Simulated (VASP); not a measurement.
Runs of VASP 6.6.1 on Ta4Cu. The structure is that of space group Im-3m (No. 229), or close to it. The cells are those of the table. The cell was generated, and may not be a known phase.

| task | cell | k mesh | cutoff (eV) | gap on the mesh (eV) | pressure (GPa) | relaxed volume (Å³/atom) |
| --- | --- | --- | --- | --- | --- | --- |
| single point | a = 5.037 Å, angles 109.5°, 5 atoms | 4 × 4 × 4 | 520 | none | (a) | - |
| single point | a = 4.663 Å, angles 109.5°, 5 atoms | 4 × 4 × 4 | 520 | none | 57.5 | - |
| relaxation of cell and atoms | relaxed from a = 4.663 Å, angles 109.5°, 5 atoms | 4 × 4 × 4 | 600 | none | 0.0 | 19.71 |
| single point | a = 5.039 Å, angles 109.5°, 5 atoms | 10 × 10 × 10 | 520 | none | 0.0 | - |
| relaxation of cell and atoms | relaxed from a = 5.037 Å, angles 109.5°, 5 atoms | 10 × 10 × 10 | 600 | none | 0.0 | 19.70 |

Alike in all rows: level PBE; potentials or basis VASP PAW PBE potentials, release 64 (Ta_pv, Cu); no spin polarisation; smearing gaussian 0.1 eV.

Task: Estimate the missing entries.

Result: (a) 0.3.

Caveats: some runs use coarse meshes; spin-orbit coupling is left out, which moves the levels of the heavy elements; the volume moved by over 15 % at a fixed basis, so the end points are rough (at least some runs).

A k mesh can miss the band edges, and the runs leave out spin-orbit coupling on Ta.

A gap of «none» marks levels without a gap at the run's occupations.
